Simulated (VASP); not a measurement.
# Ti2C5 (F-43m) in VASP: notebook

The runs below take Ti2C5 through single point, with PBE.

Everything below comes from runs of VASP 6.6.1. Logs are shortened: lines on timing, memory, paths and dates and some standing lists are left out, and cuts for length are marked.

## (1) The cell of the first run

Symmetry: F-43m, No. 216, cubic system. The conventional cell has a = 6.180 Å, b = 6.180 Å, c = 6.180 Å, α = 90.00°, β = 90.00°, γ = 90.00°. Ti (site symmetry -43m) has 16 C at 2.60 to 2.68 Å and 4 Ti at 2.68 Å within 3.4 Å. Ti (site symmetry -43m) has 18 C at 2.54 to 3.09 Å and 4 Ti at 2.68 Å within 3.3 Å. C (site symmetry 3m) has 4 C at 1.51 to 1.90 Å within 2.0 Å. Within 2.0 Å of C (site symmetry -43m) lie 4 C at 1.51 Å.

The cell was generated, and may not be a known phase.

## (2) Single point, PBE

Contents of INCAR:

```
SYSTEM = Ti2C5
ALGO = Normal
EDIFF = 1E-6
ENCUT = 600
GGA = PE
GGA_COMPAT = .FALSE.
ISIF = 2
ISMEAR = 0
LASPH = .TRUE.
LCHARG = .FALSE.
LREAL = .FALSE.
LWAVE = .FALSE.
NBANDS = 31
NELM = 120
PREC = Accurate
SIGMA = 0.2
```

Contents of KPOINTS:

```
k-points
0
G
  4 4 4
  0 0 0
```

Contents of POSCAR:

```
Ti2C5
1.0
    0.0000000000      3.0900596751      3.0900596751
    3.0900596751      0.0000000000      3.0900596751
    3.0900596751      3.0900596751      0.0000000000
Ti C
2 5
Direct
    0.2500000000      0.2500000000      0.2500000000
    0.0000000000      0.0000000000      0.0000000000
    0.6410194000      0.6410194000      0.6410194000
    0.6410194000      0.6410194000      0.0769418001
    0.6410194000      0.0769418001      0.6410194000
    0.0769418001      0.6410194000      0.6410194000
    0.5000000000      0.5000000000      0.5000000000
```

Potentials or basis: VASP PAW PBE potentials, release 64 (Ti_sv, C).

Started as:

```sh
> cat potpaw_PBE.64/Ti_sv/POTCAR potpaw_PBE.64/C/POTCAR > POTCAR
> mpirun -np 1 vasp_std > vasp.out
```

OUTCAR:

```text
SYSTEM = Ti2C5
   EDIFF = 1E-6
   ENCUT = 600
   GGA = PE
   ISIF = 2
   ISMEAR = 0
   LASPH = .TRUE.
   LREAL = .FALSE.
   NELM = 120
   PREC = Accurate

 ion  position               nearest neighbor table
   1  0.250  0.250  0.250-   2 2.68   2 2.68   2 2.68   2 2.68
   2  0.000  0.000  0.000-   1 2.68   1 2.68   1 2.68   1 2.68
   3  0.641  0.641  0.641-   7 1.51   5 1.90   6 1.90   4 1.90
   4  0.641  0.641  0.077-   7 1.51   5 1.90   6 1.90   3 1.90
   5  0.641  0.077  0.641-   7 1.51   4 1.90   6 1.90   3 1.90
   6  0.077  0.641  0.641-   7 1.51   4 1.90   5 1.90   3 1.90
   7  0.500  0.500  0.500-   4 1.51   5 1.51   6 1.51   3 1.51

  LATTYP: Found a face centered cubic cell.
 ALAT       =     6.1801193502

  Lattice vectors:

 A1 = (   0.0000000000,   3.0900596751,   3.0900596751)
 A2 = (   3.0900596751,   0.0000000000,   3.0900596751)
 A3 = (   3.0900596751,   3.0900596751,   0.0000000000)

Analysis of symmetry for initial positions (statically):
=====================================================================
 Subroutine PRICEL returns:
 Original cell was already a primitive cell.

 Routine SETGRP: Setting up the symmetry group for a
 face centered cubic supercell.

 Subroutine GETGRP returns: Found 24 space group operations
 (whereof 24 operations were pure point group operations)
 out of a pool of 48 trial point group operations.

The static configuration has the point symmetry T_d .

Analysis of symmetry for dynamics (positions and initial velocities):
=====================================================================
 Subroutine PRICEL returns:
 Original cell was already a primitive cell.

 Routine SETGRP: Setting up the symmetry group for a
 face centered cubic supercell.

 Subroutine GETGRP returns: Found 24 space group operations
 (whereof 24 operations were pure point group operations)
 out of a pool of 48 trial point group operations.

The dynamic configuration has the point symmetry T_d .

 Subroutine INISYM returns: Found 24 space group operations
 (whereof 24 operations are pure point group operations),
 and found     1 'primitive' translations

----------------------------------------------------------------------------------------

[... 78 lines left out ...]
   ICHARG =      2    charge: 1-file 2-atom 10-const
   ISPIN  =      1    spin polarized calculation?
   LNONCOLLINEAR =      F non collinear calculations
   LSORBIT =      F    spin-orbit coupling
   LASPH  =      T    aspherical Exc in radial PAW
   ENCUT  =  600.0 eV  44.10 Ry    6.64 a.u.   8.73  8.73  8.73*2*pi/ulx,y,z
   NELM   =    120;   NELMIN=  2; NELMDL= -5     # of ELM steps
   EDIFF  = 0.1E-05   stopping-criterion for ELM
   LREAL  =      F    real-space projection
[... 7 lines left out ...]
   TEBEG  =    0.0;   TEEND  =   0.0 temperature during run
   PSTRESS=    0.0 pullay stress
   NELECT =      44.0000    total number of electrons
   NUPDOWN=      -1.0000    fix difference up-down
   EMIN   =  10.00;   EMAX   =-10.00  energy-range for DOS
   EFERMI =   0.00;   METHOD = LEGACY
   ISMEAR =     0;   SIGMA  =   0.20  broadening in eV -4-tet -1-fermi 0-gaus
   EFERMI_NEDOS =   21; number of points for ismear=-14 and -15
   IALGO  =     38    algorithm
   IMIX   =      4    mixing-type and parameters
     AMIX     =   0.40;   BMIX     =  1.00
     AMIX_MAG =   1.60;   BMIX_MAG =  1.00
  volume/ion in A,a.u.               =       8.43        56.89
  Fermi-wavevector in a.u.,A,eV,Ry     =   1.484507  2.805311 29.983981  2.203760
  Thomas-Fermi vector in A             =   2.598035
   LORBIT       =      0    0 simple, 1 ext, 2 COOP (PROOUT), +10 PAW based schemes
   GGA     = PE    functional components
   LHFCALC =     F    Hartree Fock is set to
   AEXX    =    0.0000 exact exchange contribution
   IVDW    =     0    specifies the selected vdW correction
   LEPSILON=     F    determine dielectric tensor
   LRPA    =     F    only Hartree local field effects (RPA)
 non-spin polarized calculation
 Gauss-broadening in eV      SIGMA  =   0.20
  energy-cutoff  :      600.00
  volume of cell :       59.01
 maximum number of plane-waves:      1996
 NGX is ok and might be reduce to    36
   NGX = 17   NGY = 17   NGZ = 17

 number of electron      44.0000003 magnetization

 Free energy of the ion-electron system (eV)
  ---------------------------------------------------
  ext. energy  EPLUGINS =         0.00000000
  ---------------------------------------------------
  free energy    TOTEN  =       -49.28225895 eV

  energy without entropy =      -49.19153165  energy(sigma->0) =      -49.23689530

 E-fermi :  10.8979     XC(G=0): -12.8510

 val. band max:       10.8916281739   @ k =   0.5000   0.2500   0.0000
 cond. band min:      10.9096062060   @ k =   0.5000   0.5000   0.0000
 fundamental gap:      0.0179780321
 Fermi energy:        10.8979434296

 k-point     1 :       0.0000    0.0000    0.0000
  band No.  band energies     occupation
      1     -45.9276      2.00000
      2     -45.7073      2.00000
      3     -22.3721      2.00000
      4     -22.3721      2.00000
      5     -22.3721      2.00000
      6     -21.9949      2.00000
[... 261 lines left out ...]
     30      14.1598      0.00000
     31      14.4699      0.00000

------------------------ aborting loop because EDIFF is reached ----------------------------------------

  FORCE on cell =-STRESS in cart. coord.  units (eV):
  Direction    XX          YY          ZZ          XY          YZ          ZX
  --------------------------------------------------------------------------------------
  -------------------------------------------------------------------------------------
  Total       -0.0119346     -0.0119346     -0.0119346     -0.0000000      0.0000000     -0.0000000
  in kB       -0.3240322     -0.3240322     -0.3240322     -0.0000000      0.0000000     -0.0000000
  external PRESSURE =      -0.3240322 kB  Pullay stress =       0.0000000 kB

 VOLUME and BASIS-vectors are now :
 -----------------------------------------------------------------------------
  energy-cutoff  :      600.00
  volume of cell :       59.01
      direct lattice vectors                 reciprocal lattice vectors
     0.000000000  3.090059675  3.090059675    -0.161809173  0.161809173  0.161809173
     3.090059675  0.000000000  3.090059675     0.161809173 -0.161809173  0.161809173
     3.090059675  3.090059675  0.000000000     0.161809173  0.161809173 -0.161809173

 POSITION                                       TOTAL-FORCE (eV/Angst)
 -----------------------------------------------------------------------------------
      1.54503      1.54503      1.54503        -0.000000     -0.000000     -0.000000
      0.00000      0.00000      0.00000        -0.000000     -0.000000     -0.000000
      3.96158      3.96158      3.96158         0.010490      0.010490      0.010490
      2.21854      2.21854      3.96158        -0.010490     -0.010490      0.010490
      2.21854      3.96158      2.21854        -0.010490      0.010490     -0.010490
      3.96158      2.21854      2.21854         0.010490     -0.010490     -0.010490
      3.09006      3.09006      3.09006        -0.000000     -0.000000     -0.000000
 -----------------------------------------------------------------------------------
    total drift:                                0.000000      0.000000      0.000000

  FREE ENERGIE OF THE ION-ELECTRON SYSTEM (eV)
  ---------------------------------------------------
  free  energy   TOTEN  =       -49.2822589452 eV

  energy  without entropy=      -49.1915316462  energy(sigma->0) =      -49.23689530
```

OSZICAR:

```text
N       E                     dE             d eps       ncg     rms          rms(c)
DAV:   1     0.519989229508E+03    0.51999E+03   -0.23503E+04   496   0.185E+03
DAV:   2     0.108269290652E+02   -0.50916E+03   -0.48943E+03   503   0.517E+02
DAV:   3    -0.528885638071E+02   -0.63715E+02   -0.60852E+02   792   0.153E+02
DAV:   4    -0.566748129184E+02   -0.37862E+01   -0.36778E+01   712   0.345E+01
DAV:   5    -0.568719144436E+02   -0.19710E+00   -0.19658E+00   699   0.755E+00    0.206E+01
DAV:   6    -0.614394248232E+02   -0.45675E+01   -0.19747E+02   756   0.637E+01    0.242E+01
DAV:   7    -0.489142481644E+02    0.12525E+02   -0.48466E+01   752   0.521E+01    0.678E+00
DAV:   8    -0.492982201576E+02   -0.38397E+00   -0.52413E+00   698   0.118E+01    0.542E+00
DAV:   9    -0.493293563848E+02   -0.31136E-01   -0.52245E-01   668   0.760E+00    0.403E+00
DAV:  10    -0.493055181298E+02    0.23838E-01   -0.36375E-01   721   0.561E+00    0.137E+00
DAV:  11    -0.492839179572E+02    0.21600E-01   -0.10255E-01   746   0.206E+00    0.574E-01
DAV:  12    -0.492822531576E+02    0.16648E-02   -0.14817E-02   683   0.861E-01    0.174E-01
DAV:  13    -0.492822766280E+02   -0.23470E-04   -0.17177E-03   728   0.359E-01    0.699E-02
DAV:  14    -0.492822554231E+02    0.21205E-04   -0.36432E-04   644   0.136E-01    0.284E-02
DAV:  15    -0.492822606266E+02   -0.52035E-05   -0.33997E-05   768   0.451E-02    0.100E-02
DAV:  16    -0.492822591898E+02    0.14368E-05   -0.36336E-06   542   0.177E-02    0.408E-03
DAV:  17    -0.492822589452E+02    0.24460E-06   -0.99098E-07   360   0.838E-03
   1 F= -.49282259E+02 E0= -.49236895E+02  d E =-.907273E-01
```

stdout:

```text
POSCAR found type information on POSCAR TiC
 POSCAR found :  2 types and       7 ions
 scaLAPACK will be used
 LDA part: xc-table for (Slater+PW92), standard interpolation
 POSCAR, INCAR and KPOINTS ok, starting setup
 FFT: planning ... GRIDC
 FFT: planning ... GRID_SOFT
 FFT: planning ... GRID
 WAVECAR not read
 entering main loop
```

It took 25 s on 1 thread of AMD EPYC 7R13 (Zen 3), shared host; peak memory 0.17 GiB.

Results:

```yaml
Free_energy: -49.2823 eV
Pressure: 0.0 GPa
Largest_force: 0.018 eV/Å
Band_gap_on_the_k_mesh: zero (bands 22 and 23 overlap by 1.41 eV)
```

Forces in eV/Å, atoms in the order of the input:
```
Ti   0.000  0.000  0.000
Ti   0.000  0.000  0.000
C    0.010  0.010  0.010
C   -0.010 -0.010  0.010
C   -0.010  0.010 -0.010
C    0.010 -0.010 -0.010
C    0.000  0.000  0.000
```

Levels at points of the mesh, in eV from the Fermi level:
```csv
k point,band 18,band 19,band 20,band 21,band 22,band 23,band 24,band 25,band 26,band 27
"(0.00, 0.00, 0.00)",-5.94,-0.24,0.14,0.14,0.14,2.38,2.38,2.38,2.66,2.66
"(0.50, 0.00, 0.00)",-3.69,-1.82,-1.82,-1.00,-0.51,0.66,0.66,1.42,1.42,1.54
"(0.50, 0.50, 0.00)",-3.46,-2.33,-2.21,-1.23,-1.23,0.01,0.01,1.31,2.14,2.28
```

Caveat: the k points lie up to 0.44 Å⁻¹ apart, too coarse for converged energies and pressures of a metal.

## (3) Single point, PBE

This run uses another cell than the first one, of 11.11 Å³/atom.

Contents of INCAR:

```
  PREC = Accurate
  ENCUT = 600
  EDIFF = 1E-6
  ISMEAR = 0
  SIGMA = 0.2
  LREAL = F
  LASPH = T
  NELM = 120
  ALGO = Normal
  ISIF = 2
  LWAVE = F
  LCHARG = F
  GGA = PE
  NBANDS = 31
  GGA_COMPAT = F
```

Contents of KPOINTS:

```
regular mesh
0
Gamma
  4 4 4
```

Contents of POSCAR:

```
Ti2C5
1.0
    0.0000000000      3.3879256780      3.3879256780
    3.3879256780      0.0000000000      3.3879256780
    3.3879256780      3.3879256780      0.0000000000
Ti C
2 5
Direct
    0.7500000000      0.7500000000      0.7500000000
    0.0000000000      0.0000000000      0.0000000000
    0.5000000000      0.5000000000      0.5000000000
    0.1704493171      0.1704493171      0.1704493171
    0.1704493171      0.1704493171      0.4886520488
    0.1704493171      0.4886520488      0.1704493171
    0.4886520488      0.1704493171      0.1704493171
```

Potentials or basis: VASP PAW PBE potentials, release 64 (Ti_sv, C).

Started as:

```sh
> cat potpaw_PBE.64/Ti_sv/POTCAR potpaw_PBE.64/C/POTCAR > POTCAR
> mpirun -np 1 vasp_std > vasp.out
```

It took 35 s on 1 thread of AMD EPYC 7R13 (Zen 3), shared host; peak memory 0.21 GiB.

Results (log left out):

```
Free energy            : -49.6567 eV
Pressure               : -0.5 GPa
Largest force          : 0.118 eV/Å
Band gap on the k mesh : zero (bands 22 and 23 overlap by 0.18 eV)
```

Forces on the atoms (eV/Å):
```
Ti   0.000  0.000  0.000
Ti   0.000  0.000  0.000
C    0.000  0.000  0.000
C   -0.068 -0.068 -0.068
C    0.068  0.068 -0.068
C    0.068 -0.068  0.068
C   -0.068  0.068  0.068
```

Levels at points of the mesh, in eV from the Fermi level:
```tsv
k point	band 20	band 21	band 22	band 23	band 24	band 25
(0.00, 0.00, 0.00)	-0.69	-0.69	-0.69	1.00	1.00	1.00
(0.50, 0.00, 0.00)	-1.21	-1.21	-0.48	0.68	0.68	0.97
(0.50, 0.50, 0.00)	-0.60	-0.60	-0.02	0.01	0.01	0.52
```

Caveat: the k points lie up to 0.40 Å⁻¹ apart.

The gap in the log of VASP goes by the Fermi energy; the results here count the filled bands.